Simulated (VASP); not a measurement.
Set up this calculation in VASP 6.6.1, as the native input.

* Task: single point
* Functional: PBEsol
* Dispersion: D3(BJ)
* Potentials or basis: VASP PAW PBE potentials, release 64 (Ga_d, Se)
* Cutoff: 520 eV
* k mesh: 10 × 10 × 10
* Occupations: gaussian, width 0.1 eV
* Spin: no spin polarisation
* Dipole correction: no
* Further INCAR settings: ALGO = Normal; EDIFF = 1e-06; NBANDS = 30

The structure of Ga3Se lies in POSCAR:

```
Ga3Se
1.0
    4.2249181734      0.0000000000      0.0000000000
    0.0000000000      4.2249181734      0.0000000000
    0.0000000000      0.0000000000      4.2249181734
Ga Se
3 1
Direct
    0.0000000000      0.5000000000      0.5000000000
    0.5000000000      0.0000000000      0.5000000000
    0.5000000000      0.5000000000      0.0000000000
    0.0000000000      0.0000000000      0.0000000000
```

These files were run (other wordings do the same):

INCAR

```
PREC = Accurate
ENCUT = 520
EDIFF = 1E-6
ISMEAR = 0
SIGMA = 0.1
LREAL = F
LASPH = T
NELM = 60
ALGO = Normal
ISIF = 2
LWAVE = F
LCHARG = F
GGA = PS
IVDW = 12
NBANDS = 30
```

KPOINTS

```
regular mesh
0
Gamma
  10 10 10
```

Potentials or basis: VASP PAW PBE potentials, release 64 (Ga_d, Se).

Launch:

```sh
$ cat potpaw_PBE.64/Ga_d/POTCAR potpaw_PBE.64/Se/POTCAR > POTCAR
$ mpirun -np 1 vasp_std > vasp.out
```

It gave:

```yaml
Pressure: 0.2 GPa
Band_gap_on_the_k_mesh: zero (an odd number of electrons rules out a gap without spin polarisation)
Dispersion_energy_per_atom: -0.324 eV
```

Caveat: the PAW data sets were made with another functional, which shifts forces and pressure a little.

Run time: 2.1 min on 1 thread of AMD EPYC 7R13 (shared host), peak memory 0.22 GiB.
